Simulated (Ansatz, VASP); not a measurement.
# LaScF: VASP beside Ansatz

INCAR

```
SYSTEM = LaScF
PREC     = Accurate       ! precision mode
ENCUT    = 600            ! plane-wave cutoff, eV
EDIFF    = 1E-7           ! SCF threshold, eV
ISMEAR   = 0              ! smearing method
SIGMA    = 0.1            ! smearing width, eV
LREAL    = .False.        ! projectors in reciprocal space
LASPH    = .True.         ! aspherical terms in the spheres
NELM     = 100            ! most SCF steps
ALGO     = Normal         ! electronic algorithm
ISIF     = 3              ! what is computed and relaxed
LWAVE    = .False.        ! write WAVECAR
LCHARG   = .False.        ! write CHGCAR
GGA      = PE             ! functional
IBRION   = 2              ! ionic algorithm
NSW      = 100            ! ionic steps
EDIFFG   = -0.01          ! ionic threshold
```

The input KPOINTS:

```
Automatic mesh
0
Gamma
  14 14 8
  0 0 0
```

The input POSCAR:

```
LaScF
1.0
    3.1571363226      0.0000000000      0.0000000000
    0.0000000000      3.1571363226      0.0000000000
    0.0000000000      0.0000000000      6.9080204626
La Sc F
1 1 1
Direct
    0.0000000000      0.0000000000      0.0000000000
    0.0000000000      0.0000000000      0.5000000000
    0.5000000000      0.5000000000      0.5000000000
```

Input for Ansatz:

```yaml
crystal:
  lattice:
    - [3.1571363226, 0.0, 0.0]
    - [0.0, 3.1571363226, 0.0]
    - [0.0, 0.0, 6.9080204626]
  atoms:
    - { symbol: La, position: [0.0, 0.0, 0.0] }
    - { symbol: Sc, position: [0.0, 0.0, 0.5] }
    - { symbol: F, position: [0.5, 0.5, 0.5] }
basis:
  ecutwfc: 420
kpoints:
  mp_grid: { grid: [14, 14, 8] }
hamiltonian:
  xc: pbe
scf:
  occupations: { method: gaussian, width: 0.1 }
output:
  forces: true
  stress: true
  eigenvalues: true
relax:
  adjacent_minimum: "off"
  f_tol: 0.01
  max_steps: 80
  cell: { stress_tol: 0.05 }
```

Alike in both runs: task relaxation of cell and atoms; functional PBE; k mesh 14 × 14 × 8; occupations gaussian, width 0.1 eV; no spin polarisation.

|  | VASP | Ansatz |
| --- | --- | --- |
| version | VASP 6.6.1 | Ansatz 0.2.0 |
| potentials or method | VASP PAW PBE potentials, release 64 (La, Sc_sv, F), cutoff 600 eV | scalar-relativistic, plane waves, PAW |
| valence electrons in the cell | 29 | 29 |

```csv
,VASP,Ansatz,Ansatz less VASP
"gap on the k mesh at the Fermi level, each at its own relaxed structure (eV)",none,none,-
relaxed volume (Å³/atom),23.54,23.51,-0.029
relaxed length of the cell vector where the two differ most in proportion (Å),7.023,7.033,+0.0096
```

A gap of «none» marks a metal or a gap that the smearing closes.

Spin-orbit coupling is off throughout.
